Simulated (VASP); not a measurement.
Input of a VASP 6.6.1 run:

Contents of INCAR:

```
PREC = Accurate
ENCUT = 600
EDIFF = 1E-6
ISMEAR = -1
SIGMA = 0.1
LREAL = F
LASPH = T
NELM = 80
ALGO = Normal
ISIF = 3
LWAVE = F
LCHARG = F
GGA = PS
IBRION = 2
NSW = 60
EDIFFG = -0.005
PSTRESS = 300.0
```

Contents of KPOINTS:

```
regular mesh
0
Gamma
  17 17 17
```

Contents of POSCAR:

```
Ti
1.0
   -2.3379222886      2.3379222886      1.2858572587
    2.3379222886     -2.3379222886      1.2858572587
    2.3379222886      2.3379222886     -1.2858572587
Ti
2
Direct
   -0.3750000000     -0.1250000000     -0.2500000000
    0.3750000000      0.1250000000      0.2500000000
```

Potentials or basis: VASP PAW PBE potentials, release 64 (Ti_sv).

Run with:

```sh
$ cat potpaw_PBE.64/Ti_sv/POTCAR > POTCAR
$ mpirun -np 1 vasp_std > vasp.out
```

Task: Estimate the space group after relaxing (to 0.1 Å).

Result: I4_1/amd (No. 141).

Task: Predict the relaxed cell.

Result: a = 3.469 Å, b = 3.469 Å, c = 3.469 Å, α = 98.19°, β = 98.19°, γ = 135.64°.

Step by step:
```tsv
step	energy change (eV)	largest force (eV/Å)	pressure (GPa)	volume (Å³)
1	0.0000	0.0000	23.27	28.11
2	0.4374	0.0000	40.32	25.77
3	0.1940	0.0000	31.34	26.90
4	0.1679	0.0000	30.45	26.98
5	0.1631	0.0000	30.23	27.00
6	0.1635	0.0000	30.17	27.00
7	0.1537	0.0000	29.85	27.06
8	0.1584	0.0000	30.00	27.03
```

Caveat: the cell is relaxed towards a set pressure, so the run minimises the enthalpy, not the energy; the PAW data sets were made with another functional, which shifts forces and pressure a little.
